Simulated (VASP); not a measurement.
CsPbCl3:

```xyz
5
Lattice="4.0594 2.3437 3.3141 -4.0594 2.3437 3.3141 0.0000 -4.6874 3.3141" Properties=species:S:1:pos:R:3 pbc="T T T"
Cs    0.0000    0.0000    4.9711
Pb    0.0000    0.0000    0.0000
Cl    2.0294   -3.5151    4.9711
Cl   -4.0589    0.0000    4.9711
Cl    2.0294    3.5151    4.9711
```

```yaml
Program: VASP 6.6.1
Task: relaxation of cell and atoms
Functional: LDA
Potentials_or_basis: VASP PAW LDA potentials, release 64 (Cs_sv, Pb_d, Cl)
Cutoff: 600 eV
k_mesh: 4 × 4 × 4
Occupations: fermi-dirac, width 0.02 eV
Spin: no spin polarisation
```

At the start: pressure -2.5 GPa; volume 37.84 Å³/atom.

How do energy, volume and symmetry change on relaxing?

Over 5 steps the energy falls by 34.7 meV/atom and the volume is 33.86 Å³/atom (-10.5 %); space group Pm-3m (No. 221, to 0.1 Å) before and after.

Step by step:
```csv
step,energy change (eV),largest force (eV/Å),pressure (GPa),volume (Å³)
1,0.0000,0.0001,-2.52,189.18
2,-0.1653,0.0001,-0.66,173.33
3,-0.1737,0.0001,-0.02,169.47
4,-0.1737,0.0001,0.04,169.10
5,-0.1737,0.0001,0.01,169.29
```

Final structure:
```
Cs Pb Cl
1.0
     3.91178    2.25847    3.19365
    -3.91178    2.25847    3.19365
     0.00000   -4.51693    3.19365
Cs Pb Cl
1 1 3
Direct
  0.50000 0.50000 0.50000
  0.00000 0.00000 0.00000
  0.50000 0.00006 0.99994
  0.00006 0.99994 0.50000
  0.99994 0.50000 0.00006
```
